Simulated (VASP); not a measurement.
# SiO2 (P2_13) in VASP: a series of runs, part 2 of 2

VASP 6.6.1. The steps go on from the part before.

**5. Single point, LDA (volume scaled by 0.88, then relaxed in part)**

File INCAR:

```
PREC = Accurate
ENCUT = 520
EDIFF = 1E-6
ISMEAR = 0
SIGMA = 0.02
LREAL = Auto
LASPH = True
NELM = 60
ALGO = Normal
ISIF = 2
LWAVE = False
LCHARG = False
GGA = CA
NBANDS = 82
```

File KPOINTS:

```
regular mesh
0
Gamma
  4 4 4
```

File POSCAR:

```
SiO2
1.0
    6.7561780130      0.0000000000      0.0000000000
    0.0000000000      6.7561780130      0.0000000000
    0.0000000000      0.0000000000      6.7561780130
Si O
8 16
Direct
    0.3020306403      0.3020306403      0.3020306403
    0.1979693597      0.6979693597      0.8020306403
    0.8020306403      0.1979693597      0.6979693597
    0.6979693597      0.8020306403      0.1979693597
    1.0298620134      1.0298620134      1.0298620134
    0.4701379866     -0.0298620134      0.5298620134
    0.5298620134      0.4701379866     -0.0298620134
   -0.0298620134      0.5298620134      0.4701379866
    0.1654555859      0.1654555859      0.1654555859
    0.3345444141      0.8345444141      0.6654555859
    0.6654555859      0.3345444141      0.8345444141
    0.8345444141      0.6654555859      0.3345444141
    0.6341067486      0.6823260219      0.0023383451
    0.8658932514      0.3176739781      0.5023383451
    0.1341067486      0.8176739781      0.9976616549
    0.3658932514      0.1823260219      0.4976616549
    0.0023383451      0.6341067486      0.6823260219
    0.5023383451      0.8658932514      0.3176739781
    0.9976616549      0.1341067486      0.8176739781
    0.4976616549      0.3658932514      0.1823260219
    0.6823260219      0.0023383451      0.6341067486
    0.3176739781      0.5023383451      0.8658932514
    0.8176739781      0.9976616549      0.1341067486
    0.1823260219      0.4976616549      0.3658932514
```

Potentials or basis: VASP PAW LDA potentials, release 64 (Si, O).

Started as:

```bash
cat potpaw_LDA.64/Si/POTCAR potpaw_LDA.64/O/POTCAR > POTCAR
mpirun -np 1 vasp_std > vasp.out
```

OUTCAR:

```text
PREC = Accurate
   ENCUT = 520
   EDIFF = 1E-6
   ISMEAR = 0
   LREAL = Auto
   LASPH = True
   NELM = 60
   ISIF = 2
   GGA = CA

 ion  position               nearest neighbor table
   1  0.302  0.302  0.302-   9 1.60  16 1.61  20 1.61  24 1.61   7 2.95   8 2.95   6 2.95
   2  0.198  0.698  0.802-  10 1.60  15 1.61  17 1.61  22 1.61   7 2.95   8 2.95   5 2.95
   3  0.802  0.198  0.698-  11 1.60  14 1.61  19 1.61  21 1.61   6 2.95   8 2.95   5 2.95
   4  0.698  0.802  0.198-  12 1.60  13 1.61  18 1.61  23 1.61   6 2.95   7 2.95   5 2.95
   5  0.030  0.030  0.030-   9 1.59  15 1.61  19 1.61  23 1.61   3 2.95   4 2.95   2 2.95
   6  0.470  0.970  0.530-  10 1.59  16 1.61  18 1.61  21 1.61   3 2.95   4 2.95   1 2.95
   7  0.530  0.470  0.970-  11 1.59  13 1.61  20 1.61  22 1.61   2 2.95   4 2.95   1 2.95
   8  0.970  0.530  0.470-  12 1.59  14 1.61  17 1.61  24 1.61   2 2.95   3 2.95   1 2.95
   9  0.165  0.165  0.165-   5 1.59   1 1.60
  10  0.335  0.835  0.665-   6 1.59   2 1.60
  11  0.665  0.335  0.835-   7 1.59   3 1.60
  12  0.835  0.665  0.335-   8 1.59   4 1.60
  13  0.634  0.682  0.002-   4 1.61   7 1.61
  14  0.866  0.318  0.502-   3 1.61   8 1.61
[... 8 lines left out ...]
  23  0.818  0.998  0.134-   4 1.61   5 1.61
  24  0.182  0.498  0.366-   1 1.61   8 1.61

  LATTYP: Found a simple cubic cell.
 ALAT       =     6.7561780130

  Lattice vectors:
[... 223 lines left out ...]
      4     -17.6444      2.00000
      5     -17.5732      2.00000
      6     -17.5732      2.00000
[... 858 lines left out ...]
     75      10.4018      0.00000
     76      10.4018      0.00000
 [bands above 76 left out]

------------------------ aborting loop because EDIFF is reached ----------------------------------------

  FORCE on cell =-STRESS in cart. coord.  units (eV):
  Direction    XX          YY          ZZ          XY          YZ          ZX
  --------------------------------------------------------------------------------------
  -------------------------------------------------------------------------------------
  Total        5.4820321      5.4820321      5.4820321      0.0000000      0.0000000      0.0000000
  in kB       28.4805850     28.4805850     28.4805850      0.0000000      0.0000000      0.0000000
  external PRESSURE =      28.4805850 kB  Pullay stress =       0.0000000 kB

 VOLUME and BASIS-vectors are now :
 -----------------------------------------------------------------------------
  energy-cutoff  :      520.00
  volume of cell :      308.39
      direct lattice vectors                 reciprocal lattice vectors
     6.756178013  0.000000000  0.000000000     0.148012678  0.000000000  0.000000000
     0.000000000  6.756178013  0.000000000     0.000000000  0.148012678  0.000000000
     0.000000000  0.000000000  6.756178013     0.000000000  0.000000000  0.148012678

 POSITION                                       TOTAL-FORCE (eV/Angst)
 -----------------------------------------------------------------------------------
      2.04057      2.04057      2.04057         0.002829      0.002829      0.002829
      1.33752      4.71561      5.41866        -0.002829     -0.002829      0.002829
      5.41866      1.33752      4.71561         0.002829     -0.002829     -0.002829
      4.71561      5.41866      1.33752        -0.002829      0.002829     -0.002829
      0.20175      0.20175      0.20175         0.033927      0.033927      0.033927
      3.17634      6.55442      3.57984        -0.033927     -0.033927      0.033927
[... 16 lines left out ...]
      5.52435      6.74038      0.90605        -0.026363      0.028846     -0.000767
      1.23183      3.36229      2.47204         0.026363      0.028846      0.000767
 -----------------------------------------------------------------------------------
    total drift:                               -0.000000     -0.000000      0.000000

  FREE ENERGIE OF THE ION-ELECTRON SYSTEM (eV)
  ---------------------------------------------------
  free  energy   TOTEN  =      -207.1254461793 eV

  energy  without entropy=     -207.1254461793  energy(sigma->0) =     -207.12544618
```

OSZICAR:

```text
N       E                     dE             d eps       ncg     rms          rms(c)
DAV:   1     0.804175632448E+03    0.80418E+03   -0.67075E+04  1804   0.144E+03
DAV:   2    -0.170529000020E+03   -0.97470E+03   -0.94845E+03  2218   0.337E+02
DAV:   3    -0.232906912490E+03   -0.62378E+02   -0.62084E+02  2144   0.905E+01
DAV:   4    -0.233840249116E+03   -0.93334E+00   -0.93034E+00  2192   0.119E+01
DAV:   5    -0.233860639203E+03   -0.20390E-01   -0.20371E-01  2128   0.168E+00    0.429E+01
DAV:   6    -0.207857333462E+03    0.26003E+02   -0.10904E+02  2104   0.348E+01    0.212E+01
DAV:   7    -0.207399573319E+03    0.45776E+00   -0.29457E+00  2248   0.546E+00    0.751E+00
DAV:   8    -0.207159656869E+03    0.23992E+00   -0.15670E-01  2126   0.180E+00    0.278E+00
DAV:   9    -0.207123333912E+03    0.36323E-01   -0.53960E-02  2184   0.106E+00    0.464E-01
DAV:  10    -0.207125502571E+03   -0.21687E-02   -0.77801E-03  2118   0.336E-01    0.163E-01
DAV:  11    -0.207125398481E+03    0.10409E-03   -0.20401E-03  2104   0.179E-01    0.399E-02
DAV:  12    -0.207125432598E+03   -0.34116E-04   -0.12760E-04  2166   0.492E-02    0.133E-02
DAV:  13    -0.207125444501E+03   -0.11903E-04   -0.10223E-05  2048   0.151E-02    0.142E-02
DAV:  14    -0.207125446338E+03   -0.18368E-05   -0.15462E-05  2102   0.156E-02    0.501E-03
DAV:  15    -0.207125446179E+03    0.15844E-06   -0.11375E-06  1442   0.611E-03
   1 F= -.20712545E+03 E0= -.20712545E+03  d E =-.227768E-29
```

Run time: 8.4 min. Hardware: 1 thread of AMD EPYC 7R43 (Zen 3), shared host; peak memory 0.33 GiB.

What came out:

```yaml
Free_energy: -207.1254 eV
Pressure: 2.8 GPa
Largest_force: 0.059 eV/Å
Band_gap_on_the_k_mesh: 5.94 eV, indirect (least direct gap 5.95 eV)
```

Forces in eV/Å, atoms in the order of the input:
```
Si   0.003  0.003  0.003
Si  -0.003 -0.003  0.003
Si   0.003 -0.003 -0.003
Si  -0.003  0.003 -0.003
Si   0.034  0.034  0.034
Si  -0.034 -0.034  0.034
Si   0.034 -0.034 -0.034
Si  -0.034  0.034 -0.034
O    0.012  0.012  0.012
O   -0.012 -0.012  0.012
O    0.012 -0.012 -0.012
O   -0.012  0.012 -0.012
O   -0.001  0.026 -0.029
O    0.001 -0.026 -0.029
O   -0.001 -0.026  0.029
O    0.001  0.026  0.029
O   -0.029 -0.001  0.026
O   -0.029  0.001 -0.026
O    0.029 -0.001 -0.026
O    0.029  0.001  0.026
O    0.026 -0.029 -0.001
O   -0.026 -0.029  0.001
O   -0.026  0.029 -0.001
O    0.026  0.029  0.001
```

Levels at points of the mesh, in eV from the valence-band top:
```tsv
k point	band 60	band 61	band 62	band 63	band 64	band 65	band 66	band 67	band 68	band 69
(0.00, 0.00, 0.00)	-0.21	-0.21	-0.01	-0.01	-0.01	5.94	8.99	8.99	8.99	9.14
(0.50, 0.00, 0.00)	-0.35	-0.12	-0.12	-0.08	-0.08	7.25	7.25	8.96	8.96	9.27
(0.50, 0.50, 0.00)	-0.37	-0.21	-0.21	-0.06	-0.06	8.11	8.11	8.15	8.15	9.03
(0.50, 0.50, 0.50)	-0.49	0.00	0.00	0.00	0.00	8.44	8.44	8.44	8.44	8.85
```

 A k mesh can miss the band edges.

**6. Summary**

| cell | smearing | gap on the mesh (eV) | pressure (GPa) | largest force (eV/Å) |
| --- | --- | --- | --- | --- |
| a = 7.050 Å, 24 atoms | gaussian 0.02 eV | 5.64 | 0.5 | 0.05 |
| a = 7.098 Å, 24 atoms | gaussian 0.1 eV | 5.59 | 0.3 | 0.04 |
| a = 6.756 Å, 24 atoms | gaussian 0.02 eV | 5.94 | 2.8 | 0.06 |

Alike in all rows: task single point; level LDA; potentials or basis VASP PAW LDA potentials, release 64 (Si, O); no spin polarisation; k mesh 4 × 4 × 4; cutoff (eV) 520.

Absolute energies hang on the potentials; compare differences alone.
